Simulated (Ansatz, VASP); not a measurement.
**BN: VASP beside Ansatz**

INCAR

```
SYSTEM = BN
  ALGO = Normal
  EDIFF = 1E-6
  EDIFFG = -0.03
  ENCUT = 600
  GGA = RP
  IBRION = 2
  ISIF = 3
  ISMEAR = 0
  LASPH = .True.
  LCHARG = .False.
  LREAL = .False.
  LWAVE = .False.
  NELM = 80
  NSW = 60
  PREC = Accurate
  SIGMA = 0.01
```

KPOINTS

```
k-points
0
Gamma
  12 12 4
  0 0 0
```

Contents of POSCAR:

```
BN
1.0
    2.5360000000      0.0000000000      0.0000000000
   -1.2680000000      2.1962400000      0.0000000000
    0.0000000000      0.0000000000      4.1990000000
B N
2 2
Direct
    0.6666666667      0.3333333333      0.0000000000
    0.3333333333      0.6666666667      0.5000000000
    0.6666666667      0.3333333333      0.3750000000
    0.3333333333      0.6666666667      0.8750000000
```

Input for Ansatz:

```yaml
crystal:
  lattice:
    - [2.536, 0.0, 0.0]
    - [-1.268, 2.19624, 0.0]
    - [0.0, 0.0, 4.199]
  atoms:
    - { symbol: B, position: [0.6666666666666665, 0.3333333333333333, 0.0] }
    - { symbol: B, position: [0.3333333333333333, 0.6666666666666666, 0.5] }
    - { symbol: "N", position: [0.6666666666666665, 0.3333333333333333, 0.375] }
    - { symbol: "N", position: [0.3333333333333333, 0.6666666666666666, 0.875] }
kpoints:
  mp_grid:
    grid: [12, 12, 4]
hamiltonian:
  xc: rpbe
  dispersion: none
scf:
  occupations:
    method: fixed
relax:
  f_tol: 0.03
  max_steps: 40
  cell: {}
```

Alike in both runs: task relaxation of cell and atoms; functional RPBE; k mesh 12 × 12 × 4; no spin polarisation.

|  | VASP | Ansatz |
| --- | --- | --- |
| version | VASP 6.6.1 | Ansatz 0.2.0 |
| potentials or method | VASP PAW PBE potentials, release 64 (B, N) | plane waves, PAW |
| plane-wave cutoff (eV) | 600 | 420 |
| occupations | gaussian, width 0.01 eV | fixed |
| valence electrons in the cell | 16 | 16 |

|  | VASP | Ansatz | Ansatz less VASP |
| --- | --- | --- | --- |
| relaxed volume (Å³/atom) | 6.06 | 6.06 | +0.003 |
| relaxed cell length with the largest relative difference (Å) | 2.568 | 2.568 | +0.0004 |

VASP's potentials were made for PBE, not for RPBE.
